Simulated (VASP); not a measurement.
Si2Mo: single point with PBE

Si2Mo:

```
Mo Si
1.0
     4.58547    0.00000    0.00000
    -2.29274    3.97113    0.00000
     0.00000    0.00000    6.57976
Mo Si
3 6
Direct
  0.50000 0.50000 0.83333
  0.00000 0.50000 0.16667
  0.50000 0.00000 0.50000
  0.16387 0.32775 0.50000
  0.67225 0.83613 0.16667
  0.83613 0.16387 0.83333
  0.83613 0.67225 0.50000
  0.32775 0.16387 0.16667
  0.16387 0.83613 0.83333
```

```
Program                : VASP 6.6.1
Task                   : single point
Functional             : PBE
Potentials or basis    : VASP PAW PBE potentials, release 64 (Mo_sv, Si)
Cutoff                 : 520 eV
k mesh                 : 7 × 7 × 4
Occupations            : gaussian, width 0.015 eV
Spin                   : no spin polarisation
Dipole correction      : no
Further INCAR settings : ALGO = Normal; EDIFF = 1e-06; NBANDS = 43
```

```
Pressure               : 3.7 GPa
Largest force          : 0.006 eV/Å
Band gap on the k mesh : 0.27 eV (least direct gap 0.63 eV)
```

Forces on the atoms (eV/Å):
```
Mo   0.000  0.000  0.000
Mo   0.000  0.000  0.000
Mo   0.000  0.000  0.000
Si   0.000  0.006  0.000
Si  -0.005 -0.003  0.000
Si  -0.005  0.003  0.000
Si   0.000 -0.006  0.000
Si   0.005  0.003  0.000
Si   0.005 -0.003  0.000
```

Stress tensor (GPa, compression positive):
```
3.76 0.00 0.00
0.00 3.76 0.00
0.00 0.00 3.57
```

Levels at points of the mesh, in eV from the valence-band top:
| k point | band 31 | band 32 | band 33 | band 34 | band 35 | band 36 |
| --- | --- | --- | --- | --- | --- | --- |
| (0.00, 0.00, 0.00) | -2.65 | -2.00 | -0.72 | 2.09 | 2.46 | 2.46 |
| (0.00, 0.00, 0.50) | -1.99 | -0.63 | -0.63 | 1.94 | 2.37 | 2.37 |

Run time: 2.6 min on 1 thread of Intel(R) Xeon(R) Platinum 8375C CPU @ 2.90GHz (Ice Lake) (shared host), peak memory 0.28 GiB.

Caveat: the cell stands under pressure. A k mesh can miss the band edges.
